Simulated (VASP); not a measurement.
# Zn2GeN2 (P-3m1) in VASP: notebook, part 2 of 2

VASP 6.6.1. The steps go on from the part before.

**3. Single point, PBE**

This run uses another cell than the first one, of 34.27 Å³/atom.

The input, INCAR:

```
SYSTEM = Zn2GeN2
  PREC = Accurate
  ENCUT = 520
  EDIFF = 1E-7
  ISMEAR = 0
  SIGMA = 0.1
  LREAL = .FALSE.
  LASPH = .TRUE.
  NELM = 60
  ALGO = Normal
  ISIF = 2
  LWAVE = .FALSE.
  LCHARG = .FALSE.
  GGA = PE
  NBANDS = 32
```

The input, KPOINTS:

```
Automatic mesh
0
G
  3 3 4
  0 0 0
```

The input, POSCAR:

```
Zn2GeN2
1.0
    4.5657026625      0.0000000000      0.0000000000
   -2.2828513313      3.9540144919      0.0000000000
    0.0000000000      0.0000000000      9.4906936267
Zn Ge N
2 1 2
Direct
    0.3333333333      0.6666666667      0.4685488887
    0.6666666667      0.3333333333      0.5314511113
    0.0000000000      0.0000000000      0.5000000000
    0.0000000000      0.0000000000      0.9419317052
    0.0000000000      0.0000000000      0.0580682948
```

Potentials or basis: VASP PAW PBE potentials, release 64 (Zn, Ge_d, N).

Started as:

```sh
$ cat potpaw_PBE.64/Zn/POTCAR potpaw_PBE.64/Ge_d/POTCAR potpaw_PBE.64/N/POTCAR > POTCAR
$ mpirun -np 1 vasp_std > vasp.out
```

OUTCAR:

```text
SYSTEM = Zn2GeN2
   PREC = Accurate
   ENCUT = 520
   EDIFF = 1E-7
   ISMEAR = 0
   LREAL = .FALSE.
   LASPH = .TRUE.
   NELM = 60
   ISIF = 2
   GGA = PE

 ion  position               nearest neighbor table
   1  0.333  0.667  0.469-   3 2.65   3 2.65   3 2.65   2 2.70   2 2.70   2 2.70
   2  0.667  0.333  0.531-   3 2.65   3 2.65   3 2.65   1 2.70   1 2.70   1 2.70
   3  0.000  0.000  0.500-   1 2.65   2 2.65   2 2.65   1 2.65   2 2.65   1 2.65
   4  0.000  0.000  0.942-   5 1.10
   5  0.000  0.000  0.058-   4 1.10

  LATTYP: Found a hexagonal cell.
 ALAT       =     4.5657026625
[... 536 lines left out ...]
  -------------------------------------------------------------------------------------
  Total       -0.0186580     -0.0186580      2.0947109      0.0000000      0.0000000      0.0000000
  in kB       -0.1744749     -0.1744749     19.5880332      0.0000000      0.0000000      0.0000000
  external PRESSURE =       6.4130278 kB  Pullay stress =       0.0000000 kB

 VOLUME and BASIS-vectors are now :
 -----------------------------------------------------------------------------
  energy-cutoff  :      520.00
  volume of cell :      171.33
      direct lattice vectors                 reciprocal lattice vectors
     4.565702662  0.000000000  0.000000000     0.219024337  0.126453760  0.000000000
    -2.282851331  3.954014492  0.000000000     0.000000000  0.252907520  0.000000000
     0.000000000  0.000000000  9.490693627     0.000000000  0.000000000  0.105366377

 POSITION                                       TOTAL-FORCE (eV/Angst)
 -----------------------------------------------------------------------------------
     -0.00000      2.63601      4.44685         0.000000      0.000000     -0.011459
      2.28285      1.31800      5.04384        -0.000000     -0.000000      0.011459
      0.00000      0.00000      4.74535         0.000000      0.000000     -0.000000
      0.00000      0.00000      8.93959         0.000000      0.000000     -1.766535
      0.00000      0.00000      0.55111        -0.000000     -0.000000      1.766535
 -----------------------------------------------------------------------------------
    total drift:                                0.000000     -0.000000      0.000000

  FREE ENERGIE OF THE ION-ELECTRON SYSTEM (eV)
  ---------------------------------------------------
  free  energy   TOTEN  =       -21.5807543672 eV

  energy  without entropy=      -21.5431672855  energy(sigma->0) =      -21.56196083
```

OSZICAR:

```text
N       E                     dE             d eps       ncg     rms          rms(c)
DAV:   1     0.372038018171E+03    0.37204E+03   -0.21887E+04   736   0.207E+03
DAV:   2     0.348221383159E+02   -0.33722E+03   -0.31899E+03   696   0.576E+02
DAV:   3    -0.202818060413E+02   -0.55104E+02   -0.54714E+02   808   0.159E+02
DAV:   4    -0.227227344300E+02   -0.24409E+01   -0.24373E+01   680   0.383E+01
DAV:   5    -0.227968460417E+02   -0.74112E-01   -0.74096E-01   728   0.589E+00    0.880E+00
DAV:   6    -0.217818393222E+02    0.10150E+01   -0.22424E+00   784   0.175E+01    0.539E+00
DAV:   7    -0.215958170298E+02    0.18602E+00   -0.69898E-01   720   0.684E+00    0.200E+00
DAV:   8    -0.215844567312E+02    0.11360E-01   -0.69665E-02   856   0.251E+00    0.552E-01
DAV:   9    -0.215817072409E+02    0.27495E-02   -0.12759E-02   808   0.733E-01    0.104E-01
DAV:  10    -0.215813802434E+02    0.32700E-03   -0.86278E-04   816   0.216E-01    0.617E-02
DAV:  11    -0.215809305707E+02    0.44967E-03   -0.28462E-04   832   0.143E-01    0.240E-02
DAV:  12    -0.215807883234E+02    0.14225E-03   -0.13088E-04   872   0.796E-02    0.192E-02
DAV:  13    -0.215807494519E+02    0.38871E-04   -0.10500E-04   784   0.691E-02    0.539E-03
DAV:  14    -0.215807537472E+02   -0.42953E-05   -0.30151E-05   640   0.299E-02    0.316E-03
DAV:  15    -0.215807543428E+02   -0.59560E-06   -0.11131E-06   720   0.642E-03    0.176E-03
DAV:  16    -0.215807543672E+02   -0.24314E-07   -0.36396E-07   752   0.477E-03
   1 F= -.21580754E+02 E0= -.21561961E+02  d E =-.375871E-01
```

Wall time 69 s (1 thread of Intel Xeon 8259CL, shared host); peak memory 0.31 GiB.

Results:

- Free energy: -21.5808 eV
- Pressure: 0.6 GPa
- Largest force: 1.767 eV/Å
- Band gap on the k mesh: zero (bands 24 and 25 overlap by 0.73 eV)

Forces on the atoms (eV/Å):
```
Zn   0.000  0.000 -0.011
Zn   0.000  0.000  0.011
Ge   0.000  0.000  0.000
N    0.000  0.000 -1.767
N    0.000  0.000  1.767
```

Stress tensor (GPa, compression positive):
```
-0.02  0.00  0.00
 0.00 -0.02  0.00
 0.00  0.00  1.96
```

Caveat: the k points lie up to 0.53 Å⁻¹ apart, too coarse for converged energies and pressures of a metal; the standard files for N, O and F lose accuracy on very short bonds; forces of over 1 eV/Å act on the atoms, so gaps and moduli don't describe the material at rest.

**4. Single point, PBE**

This run uses another cell than the first one, of 31.22 Å³/atom.

The input, INCAR:

```
SYSTEM = Zn2GeN2
PREC = Accurate
ENCUT = 520
EDIFF = 1E-7
ISMEAR = 0
SIGMA = 0.1
LREAL = .FALSE.
LASPH = .TRUE.
NELM = 100
ALGO = Normal
ISIF = 2
LWAVE = .FALSE.
LCHARG = .FALSE.
GGA = PE
NBANDS = 32
```

The input, KPOINTS:

```
regular mesh
0
G
  6 6 2
  0 0 0
```

The input, POSCAR:

```
Zn2GeN2
1.0
    4.2399293409      0.0000000000      0.0000000000
   -2.1199646705      3.6718865194      0.0000000000
    0.0000000000      0.0000000000     10.0273329676
Zn Ge N
2 1 2
Direct
    0.3333333333      0.6666666667      0.4313394033
    0.6666666667      0.3333333333      0.5686605967
    0.0000000000      0.0000000000      0.5000000000
    0.0000000000      0.0000000000      0.9450319589
    0.0000000000      0.0000000000      0.0549680411
```

Started as:

```sh
$ cat potpaw_PBE.64/Zn/POTCAR potpaw_PBE.64/Ge_d/POTCAR potpaw_PBE.64/N/POTCAR > POTCAR
$ mpirun -np 1 vasp_std > vasp.out
```

It took 81 s on 1 thread of Intel Xeon 8259CL, shared host; peak memory 0.3 GiB.

The run converged. Its results:

- Free energy: -22.1031 eV
- Pressure: 0.7 GPa
- Largest force: 1.764 eV/Å
- Band gap on the k mesh: zero (bands 24 and 25 overlap by 1.21 eV)

Forces on the atoms (eV/Å):
```
Zn   0.000  0.000 -0.013
Zn   0.000  0.000  0.013
Ge   0.000  0.000  0.000
N    0.000  0.000 -1.764
N    0.000  0.000  1.764
```

Stress tensor (GPa, compression positive):
```
-0.04  0.00  0.00
 0.00 -0.04  0.00
 0.00  0.00  2.11
```

Levels at points of the mesh, in eV from the Fermi level:
| k point | band 20 | band 21 | band 22 | band 23 | band 24 | band 25 | band 26 | band 27 | band 28 | band 29 |
| --- | --- | --- | --- | --- | --- | --- | --- | --- | --- | --- |
| (0.00, 0.00, 0.00) | -6.98 | -6.39 | -2.82 | 0.64 | 0.64 | 0.73 | 2.16 | 2.16 | 2.51 | 2.88 |
| (0.50, 0.00, 0.00) | -6.68 | -6.24 | -5.67 | -1.61 | -0.60 | -0.57 | 1.38 | 2.05 | 2.05 | 3.72 |
| (0.00, 0.00, 0.50) | -6.98 | -6.40 | -2.79 | 0.64 | 0.64 | 0.72 | 2.16 | 2.16 | 2.52 | 2.88 |
| (0.50, 0.00, 0.50) | -6.67 | -6.25 | -5.68 | -1.61 | -0.58 | -0.56 | 1.54 | 1.74 | 2.06 | 3.99 |

Caveat: the standard files for N, O and F lose accuracy on very short bonds; forces of over 1 eV/Å act on the atoms, so gaps and moduli don't describe the material at rest.

**5. Single point, PBE**

This run uses another cell than the first one, of 34.03 Å³/atom.

The input, INCAR:

```
PREC     = Accurate       # precision mode
ENCUT    = 520            # plane-wave cutoff, eV
EDIFF    = 1E-7           # SCF threshold, eV
ISMEAR   = 0              # smearing method
SIGMA    = 0.1            # smearing width, eV
LREAL    = False          # projectors in reciprocal space
LASPH    = True           # aspherical terms in the spheres
NELM     = 100            # most SCF steps
ALGO     = Normal         # electronic algorithm
ISIF     = 2              # what is computed and relaxed
LWAVE    = False          # write WAVECAR
LCHARG   = False          # write CHGCAR
GGA      = PE             # functional
NBANDS   = 32             # bands
```

The input, KPOINTS:

```
Automatic mesh
0
Gamma
  12 12 4
```

The input, POSCAR:

```
Zn2GeN2
1.0
    4.2390077070      0.0000000000      0.0000000000
   -2.1195038535      3.6710883611      0.0000000000
    0.0000000000      0.0000000000     10.9339834645
Zn Ge N
2 1 2
Direct
    0.3333333333      0.6666666667      0.4362080498
    0.6666666667      0.3333333333      0.5637919502
    0.0000000000      0.0000000000      0.5000000000
    0.0000000000      0.0000000000      0.9495865562
    0.0000000000      0.0000000000      0.0504134438
```

Started as:

```sh
$ cat potpaw_PBE.64/Zn/POTCAR potpaw_PBE.64/Ge_d/POTCAR potpaw_PBE.64/N/POTCAR > POTCAR
$ mpirun -np 1 vasp_std > vasp.out
```

Run time: 6.4 min. Hardware: 1 thread of Intel Xeon 8259CL, shared host; peak memory 0.52 GiB.

It converged, with:

* Free energy: -22.1105 eV
* Pressure: 0.6 GPa
* Largest force: 1.739 eV/Å
* Band gap on the k mesh: zero (bands 24 and 25 overlap by 1.22 eV)

Forces in eV/Å, atoms in the order of the input:
```
Zn   0.000  0.000 -0.013
Zn   0.000  0.000  0.013
Ge   0.000  0.000  0.000
N    0.000  0.000 -1.739
N    0.000  0.000  1.739
```

Stress tensor (GPa, compression positive):
```
0.00 0.00 0.00
0.00 0.00 0.00
0.00 0.00 1.76
```

Levels at points of the mesh, in eV from the Fermi level:
```
           k point  band 21  band 22  band 23  band 24  band 25  band 26  band 27  band 28
(0.00, 0.00, 0.00)    -6.41    -2.85     0.64     0.64     0.70     2.14     2.14     2.39
(0.50, 0.00, 0.00)    -6.26    -5.68    -1.60    -0.61    -0.58     1.46     1.92     2.04
(0.00, 0.00, 0.50)    -6.41    -2.84     0.64     0.64     0.70     2.14     2.14     2.39
(0.50, 0.00, 0.50)    -6.26    -5.68    -1.60    -0.60    -0.58     1.55     1.75     2.04
```

Caveat: the standard files for N, O and F lose accuracy on very short bonds; forces of over 1 eV/Å act on the atoms, so gaps and moduli don't describe the material at rest.

**6. The runs side by side**

| cell | k mesh | gap on the mesh (eV) | pressure (GPa) | largest force (eV/Å) |
| --- | --- | --- | --- | --- |
| a = 5.835, b = 5.835, c = 4.293 Å, angles 90.0, 90.0, 120.0°, 5 atoms, atomic positions A | 3 × 3 × 4 | none | 236.2 | 306.44 |
| a = 4.566, b = 4.566, c = 9.491 Å, angles 90.0, 90.0, 120.0°, 5 atoms, atomic positions B | 3 × 3 × 4 | none | 0.6 | 1.77 |
| a = 4.240, b = 4.240, c = 10.027 Å, angles 90.0, 90.0, 120.0°, 5 atoms, atomic positions C | 6 × 6 × 2 | none | 0.7 | 1.76 |
| a = 4.239, b = 4.239, c = 10.934 Å, angles 90.0, 90.0, 120.0°, 5 atoms, atomic positions D | 12 × 12 × 4 | none | 0.6 | 1.74 |

Alike in all rows: task single point; level PBE; potentials or basis VASP PAW PBE potentials, release 64 (Zn, Ge_d, N); no spin polarisation; cutoff (eV) 520; smearing gaussian 0.1 eV.

Caveats: some runs use coarse meshes; forces of over 1 eV/Å act on the atoms, so gaps and moduli don't describe the material at rest; the standard files for N, O and F lose accuracy on very short bonds (at least some runs); atoms lie so close that the PAW spheres overlap strongly, which falsifies energies and pressures (at least some runs).

Absolute energies hang on the potentials; compare differences alone.
